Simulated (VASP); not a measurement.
A run of VASP 6.6.1 is set up as follows.

The input INCAR:

```
  ALGO = Normal
  EDIFF = 1E-6
  EDIFFG = -0.01
  ENCUT = 600
  GGA = PE
  IBRION = 2
  ISIF = 3
  ISMEAR = -1
  LASPH = T
  LCHARG = F
  LREAL = F
  LWAVE = F
  NELM = 60
  NSW = 80
  PREC = Accurate
  SIGMA = 0.02
```

KPOINTS

```
k-points
0
Gamma
  7 7 7
```

The input POSCAR:

```
Ca
1.0
    0.0000000000      2.7942000000      2.7942000000
    2.7942000000      0.0000000000      2.7942000000
    2.7942000000      2.7942000000      0.0000000000
Ca
1
Direct
    0.0000000000      0.0000000000      0.0000000000
```

Potentials or basis: VASP PAW PBE potentials, release 64 (Ca_sv).

The run is started by

```bash
$ cat potpaw_PBE.64/Ca_sv/POTCAR > POTCAR
$ mpirun -np 1 vasp_std > vasp.out
```

What does it give for the relaxed cell?

a = 3.917 Å, b = 3.917 Å, c = 3.917 Å, α = 60.00°, β = 60.00°, γ = 60.00°.

Estimate the relaxed volume.

42.51 Å³/atom.

The path:
| step | energy change (eV) | largest force (eV/Å) | pressure (GPa) | volume (Å³) |
| --- | --- | --- | --- | --- |
| 1 | 0.0000 | 0.0000 | -0.45 | 43.63 |
| 2 | -0.0015 | 0.0000 | -0.15 | 42.86 |
| 3 | -0.0016 | 0.0000 | -0.01 | 42.51 |
